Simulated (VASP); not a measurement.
# Na4Ru (Pm-3m) in VASP: a series of runs

Na4Ru is run at these levels: PBE; tasks: single point.

Program: VASP 6.6.1. These are calculated values, not measurements. Logs are shortened: lines on timing, memory, paths and dates and some standing lists are left out, and cuts for length are marked.

## Step 1: The cell of the first run

The structure is cubic, space group Pm-3m (No. 221). Conventional cell: a = 4.868 Å, b = 4.868 Å, c = 4.868 Å, α = 90.00°, β = 90.00°, γ = 90.00°. Within 3.2 Å of Na (site symmetry 4/mmm) lie 2 Na at 2.43 Å. Na (site symmetry m-3m) has 6 Na at 2.43 Å within 3.2 Å. Within 4.5 Å of Ru (site symmetry m-3m) lie 20 Na at 3.44 to 4.22 Å.

The cell was built from a structure type or drawn by symmetry, and may not be a known phase.

## Step 2: Single point, PBE

Input file INCAR:

```
PREC = Accurate ; ENCUT = 520
EDIFF = 1E-6 ; ISMEAR = 0
SIGMA = 0.1 ; LREAL = False
LASPH = True ; NELM = 100
ALGO = Fast ; ISIF = 2
LWAVE = False ; LCHARG = False
GGA = PE ; NBANDS = 29
```

Input file KPOINTS:

```
Automatic mesh
0
Gamma
  4 4 4
```

Input file POSCAR:

```
Na4Ru
1.0
    4.8682734500      0.0000000000      0.0000000000
    0.0000000000      4.8682734500      0.0000000000
    0.0000000000      0.0000000000      4.8682734500
Na Ru
4 1
Direct
    0.0000000000      0.5000000000      0.5000000000
    0.5000000000      0.0000000000      0.5000000000
    0.5000000000      0.5000000000      0.0000000000
    0.5000000000      0.5000000000      0.5000000000
    0.0000000000      0.0000000000      0.0000000000
```

Potentials or basis: VASP PAW PBE potentials, release 64 (Na_pv, Ru_pv).

Command:

```sh
cat potpaw_PBE.64/Na_pv/POTCAR potpaw_PBE.64/Ru_pv/POTCAR > POTCAR
mpirun -np 1 vasp_std > vasp.out
```

OUTCAR:

```text
PREC = Accurate
   ENCUT = 520
   EDIFF = 1E-6
   ISMEAR = 0
   LREAL = False
   LASPH = True
   NELM = 100
   ISIF = 2
   GGA = PE

 ion  position               nearest neighbor table
   1  0.000  0.500  0.500-   4 2.43   4 2.43
   2  0.500  0.000  0.500-   4 2.43   4 2.43
   3  0.500  0.500  0.000-   4 2.43   4 2.43
   4  0.500  0.500  0.500-   1 2.43   2 2.43   3 2.43   3 2.43   2 2.43   1 2.43
   5  0.000  0.000  0.000-

  LATTYP: Found a simple cubic cell.
 ALAT       =     4.8682734500

  Lattice vectors:

 A1 = (   4.8682734500,   0.0000000000,   0.0000000000)
 A2 = (   0.0000000000,   4.8682734500,   0.0000000000)
 A3 = (   0.0000000000,   0.0000000000,   4.8682734500)

Analysis of symmetry for initial positions (statically):
=====================================================================
 Subroutine PRICEL returns:
 Original cell was already a primitive cell.

 Routine SETGRP: Setting up the symmetry group for a
 simple cubic supercell.

 Subroutine GETGRP returns: Found 48 space group operations
 (whereof 48 operations were pure point group operations)
 out of a pool of 48 trial point group operations.

The static configuration has the point symmetry O_h .

Analysis of symmetry for dynamics (positions and initial velocities):
=====================================================================
 Subroutine PRICEL returns:
 Original cell was already a primitive cell.

 Routine SETGRP: Setting up the symmetry group for a
 simple cubic supercell.

 Subroutine GETGRP returns: Found 48 space group operations
 (whereof 48 operations were pure point group operations)
 out of a pool of 48 trial point group operations.

The dynamic configuration has the point symmetry O_h .

 Subroutine INISYM returns: Found 48 space group operations
 (whereof 48 operations are pure point group operations),
 and found     1 'primitive' translations

----------------------------------------------------------------------------------------

                                     Primitive cell

  volume of cell :     115.3785

  direct lattice vectors                    reciprocal lattice vectors
     4.868273450  0.000000000  0.000000000     0.205411633  0.000000000  0.000000000
     0.000000000  4.868273450  0.000000000     0.000000000  0.205411633  0.000000000
     0.000000000  0.000000000  4.868273450     0.000000000  0.000000000  0.205411633

  length of vectors
     4.868273450  4.868273450  4.868273450     0.205411633  0.205411633  0.205411633

  position of ions in fractional coordinates (direct lattice)
     0.000000000  0.500000000  0.500000000
     0.500000000  0.000000000  0.500000000
     0.500000000  0.500000000  0.000000000
     0.500000000  0.500000000  0.500000000
     0.000000000  0.000000000  0.000000000

  ion indices of the primitive-cell ions
   primitive index   ion index
                 1           1
                 2           2
                 3           3
                 4           4
                 5           5

----------------------------------------------------------------------------------------

 KPOINTS: Automatic mesh

Automatic generation of k-mesh.
 Grid dimensions read from file:
 generate k-points for:    4    4    4

 Generating k-lattice:

  Cartesian coordinates                     Fractional coordinates (reciprocal lattice)
     0.051352908  0.000000000  0.000000000     0.250000000  0.000000000  0.000000000
     0.000000000  0.051352908  0.000000000     0.000000000  0.250000000  0.000000000
     0.000000000  0.000000000  0.051352908     0.000000000  0.000000000  0.250000000

  Length of vectors
     0.051352908  0.051352908  0.051352908

  Shift w.r.t. Gamma in fractional coordinates (k-lattice)
     0.000000000  0.000000000  0.000000000

 Subroutine IBZKPT returns following result:
 ===========================================

 Found     10 irreducible k-points:

 Following reciprocal coordinates:
            Coordinates               Weight
  0.000000  0.000000  0.000000      1.000000
  0.250000  0.000000  0.000000      6.000000
  0.500000  0.000000  0.000000      3.000000
  0.250000  0.250000  0.000000     12.000000
  0.500000  0.250000  0.000000     12.000000
  0.500000  0.500000  0.000000      3.000000
  0.250000  0.250000  0.250000      8.000000
  0.500000  0.250000  0.250000     12.000000
  0.500000  0.500000  0.250000      6.000000
  0.500000  0.500000  0.500000      1.000000
   k-points           NKPTS =     10   k-points in BZ     NKDIM =     10   number of bands    NBANDS=     29
   number of dos      NEDOS =    301   number of ions     NIONS =      5
   total plane-waves  NPLWV =  46656
   dimension x,y,z NGX =    36 NGY =   36 NGZ =   36
   dimension x,y,z NGXF=    72 NGYF=   72 NGZF=   72
   ions per type =               4   1
   NGX,Y,Z   is equivalent  to a cutoff of  12.29, 12.29, 12.29 a.u.
   NGXF,Y,Z  is equivalent  to a cutoff of  24.59, 24.59, 24.59 a.u.
 SYSTEM =  unknown system
   PREC   = accura    normal or accurate (medium, high low for compatibility)
   ISTART =      0    job   : 0-new  1-cont  2-samecut
   ICHARG =      2    charge: 1-file 2-atom 10-const
   ISPIN  =      1    spin polarized calculation?
   LNONCOLLINEAR =      F non collinear calculations
   LSORBIT =      F    spin-orbit coupling
   LASPH  =      T    aspherical Exc in radial PAW
   ENCUT  =  520.0 eV  38.22 Ry    6.18 a.u.   9.05  9.05  9.05*2*pi/ulx,y,z
   NELM   =    100;   NELMIN=  2; NELMDL= -5     # of ELM steps
   EDIFF  = 0.1E-05   stopping-criterion for ELM
   LREAL  =      F    real-space projection
   EDIFFG = 0.1E-04   stopping-criterion for IOM
   NSW    =      0    number of steps for IOM
   IBRION =     -1    ionic relax: 0-MD 1-quasi-New 2-CG
   NFREE  =      0    steps in history (QN), initial steepest desc. (CG)
   ISIF   =      2    stress and relaxation
   ISYM   =      2    0-nonsym 1-usesym 2-fastsym
   POTIM  = 0.5000    time-step for ionic-motion
   TEBEG  =    0.0;   TEEND  =   0.0 temperature during run
   PSTRESS=    0.0 pullay stress
   NELECT =      42.0000    total number of electrons
   NUPDOWN=      -1.0000    fix difference up-down
   EMIN   =  10.00;   EMAX   =-10.00  energy-range for DOS
   EFERMI =   0.00;   METHOD = LEGACY
   ISMEAR =     0;   SIGMA  =   0.10  broadening in eV -4-tet -1-fermi 0-gaus
   EFERMI_NEDOS =   21; number of points for ismear=-14 and -15
   IALGO  =     68    algorithm
   IMIX   =      4    mixing-type and parameters
     AMIX     =   0.40;   BMIX     =  1.00
     AMIX_MAG =   1.60;   BMIX_MAG =  1.00
  volume/ion in A,a.u.               =      23.08       155.72
  Fermi-wavevector in a.u.,A,eV,Ry     =   1.168915  2.208929 18.590490  1.366362
  Thomas-Fermi vector in A             =   2.305395
   LORBIT       =      0    0 simple, 1 ext, 2 COOP (PROOUT), +10 PAW based schemes
   GGA     = PE    functional components
   LHFCALC =     F    Hartree Fock is set to
   AEXX    =    0.0000 exact exchange contribution
   IVDW    =     0    specifies the selected vdW correction
   LEPSILON=     F    determine dielectric tensor
   LRPA    =     F    only Hartree local field effects (RPA)
 non-spin polarized calculation
 RMM-DIIS sequential band-by-band and
 Gauss-broadening in eV      SIGMA  =   0.10
  energy-cutoff  :      520.00
  volume of cell :      115.38
 maximum number of plane-waves:      3136
   NGX = 19   NGY = 19   NGZ = 19

 number of electron      41.9999946 magnetization

 Free energy of the ion-electron system (eV)
  ---------------------------------------------------
  ext. energy  EPLUGINS =         0.00000000
  ---------------------------------------------------
  free energy    TOTEN  =        -7.96058417 eV

  energy without entropy =       -7.92482441  energy(sigma->0) =       -7.94270429

 E-fermi :   2.3455     XC(G=0):  -8.4868

 val. band max:        2.2119129752   @ k =   0.5000   0.2500   0.2500
 cond. band min:       2.3489395519   @ k =   0.5000   0.5000   0.0000
 fundamental gap:      0.1370265766
 Fermi energy:         2.3455203476

 k-point     1 :       0.0000    0.0000    0.0000
  band No.  band energies     occupation
      1     -38.8431      2.00000
      2     -38.8431      2.00000
      3     -38.8431      2.00000
      4     -24.6096      2.00000
      5     -24.6096      2.00000
      6     -24.6096      2.00000
[... 21 lines left out ...]
     28       9.5851      0.00000
     29       9.5862      0.00000

 k-point     2 :       0.2500    0.0000    0.0000
  band No.  band energies     occupation
      1     -38.8432      2.00000
      2     -38.8431      2.00000
      3     -38.8431      2.00000
      4     -24.6090      2.00000
      5     -24.6090      2.00000
      6     -24.5796      2.00000
[... 21 lines left out ...]
     28       7.7386      0.00000
     29       8.2928      0.00000

 k-point     3 :       0.5000    0.0000    0.0000
  band No.  band energies     occupation
      1     -38.8433      2.00000
      2     -38.8431      2.00000
      3     -38.8431      2.00000
      4     -24.6084      2.00000
      5     -24.6084      2.00000
      6     -24.5485      2.00000
[... 21 lines left out ...]
     28       7.4594      0.00000
     29       7.9475      0.00000

 k-point     4 :       0.2500    0.2500    0.0000
  band No.  band energies     occupation
      1     -38.8432      2.00000
      2     -38.8432      2.00000
      3     -38.8431      2.00000
      4     -24.6084      2.00000
      5     -24.5792      2.00000
      6     -24.5789      2.00000
[... 21 lines left out ...]
     28       8.5777      0.00000
     29       8.6014      0.00000

 k-point     5 :       0.5000    0.2500    0.0000
  band No.  band energies     occupation
      1     -38.8433      2.00000
      2     -38.8432      2.00000
      3     -38.8430      2.00000
      4     -24.6079      2.00000
      5     -24.5785      2.00000
      6     -24.5479      2.00000
[... 21 lines left out ...]
     28       8.0051      0.00000
     29       8.7492      0.00000

 k-point     6 :       0.5000    0.5000    0.0000
  band No.  band energies     occupation
      1     -38.8433      2.00000
      2     -38.8433      2.00000
      3     -38.8430      2.00000
      4     -24.6073      2.00000
      5     -24.5473      2.00000
      6     -24.5473      2.00000
[... 21 lines left out ...]
     28       8.2107      0.00000
     29       8.2423      0.00000

 k-point     7 :       0.2500    0.2500    0.2500
  band No.  band energies     occupation
      1     -38.8432      2.00000
      2     -38.8432      2.00000
      3     -38.8432      2.00000
      4     -24.5788      2.00000
      5     -24.5783      2.00000
      6     -24.5783      2.00000
[... 21 lines left out ...]
     28       8.4373      0.00000
     29       9.4332      0.00000

 k-point     8 :       0.5000    0.2500    0.2500
  band No.  band energies     occupation
      1     -38.8433      2.00000
      2     -38.8432      2.00000
      3     -38.8432      2.00000
      4     -24.5780      2.00000
      5     -24.5777      2.00000
      6     -24.5473      2.00000
[... 21 lines left out ...]
     28       7.5594      0.00000
     29       9.9284      0.00000

 k-point     9 :       0.5000    0.5000    0.2500
  band No.  band energies     occupation
      1     -38.8433      2.00000
      2     -38.8433      2.00000
      3     -38.8432      2.00000
      4     -24.5773      2.00000
      5     -24.5468      2.00000
      6     -24.5468      2.00000
[... 21 lines left out ...]
     28       5.9528      0.00000
     29      11.0523      0.00000

 k-point    10 :       0.5000    0.5000    0.5000
  band No.  band energies     occupation
      1     -38.8433      2.00000
      2     -38.8433      2.00000
      3     -38.8433      2.00000
      4     -24.5462      2.00000
      5     -24.5462      2.00000
      6     -24.5462      2.00000
[... 21 lines left out ...]
     28       4.7586      0.00000
     29      13.9471      0.00000

------------------------ aborting loop because EDIFF is reached ----------------------------------------

  FORCE on cell =-STRESS in cart. coord.  units (eV):
  Direction    XX          YY          ZZ          XY          YZ          ZX
  --------------------------------------------------------------------------------------
  -------------------------------------------------------------------------------------
  Total        1.8942804      1.8942804      1.8942804      0.0000000      0.0000000      0.0000000
  in kB       26.3044947     26.3044947     26.3044947      0.0000000      0.0000000      0.0000000
  external PRESSURE =      26.3044947 kB  Pullay stress =       0.0000000 kB

 VOLUME and BASIS-vectors are now :
 -----------------------------------------------------------------------------
  energy-cutoff  :      520.00
  volume of cell :      115.38
      direct lattice vectors                 reciprocal lattice vectors
     4.868273450  0.000000000  0.000000000     0.205411633  0.000000000  0.000000000
     0.000000000  4.868273450  0.000000000     0.000000000  0.205411633  0.000000000
     0.000000000  0.000000000  4.868273450     0.000000000  0.000000000  0.205411633

 POSITION                                       TOTAL-FORCE (eV/Angst)
 -----------------------------------------------------------------------------------
      0.00000      2.43414      2.43414         0.000000      0.000000      0.000000
      2.43414      0.00000      2.43414         0.000000      0.000000      0.000000
      2.43414      2.43414      0.00000         0.000000      0.000000      0.000000
      2.43414      2.43414      2.43414         0.000000      0.000000      0.000000
      0.00000      0.00000      0.00000         0.000000      0.000000      0.000000
 -----------------------------------------------------------------------------------
    total drift:                                0.000000      0.000000      0.000000

  FREE ENERGIE OF THE ION-ELECTRON SYSTEM (eV)
  ---------------------------------------------------
  free  energy   TOTEN  =        -7.9605841661 eV

  energy  without entropy=       -7.9248244131  energy(sigma->0) =       -7.94270429
```

Run time: 15 s. Hardware: 1 thread of Intel Xeon Platinum 8559C (Emerald Rapids), shared host; peak memory 0.2 GiB.

Results:

| Item | Value |
| --- | --- |
| Free energy | -7.9606 eV |
| Pressure | 2.6 GPa |
| Band gap on the k mesh | zero (bands 21 and 22 overlap by 0.34 eV) |

Levels at points of the mesh, in eV from the Fermi level:
```
           k point  band 19  band 20  band 21  band 22  band 23  band 24
(0.00, 0.00, 0.00)    -0.22    -0.22    -0.22     1.87     1.87     1.87
(0.50, 0.00, 0.00)    -0.45    -0.45    -0.18     0.02     3.36     3.36
(0.50, 0.50, 0.00)    -0.59    -0.37    -0.37     0.00     0.12     0.85
(0.50, 0.50, 0.50)     0.01     0.01     0.34     0.59     0.84     0.84
```

(Part 1 of 2 ends here.)
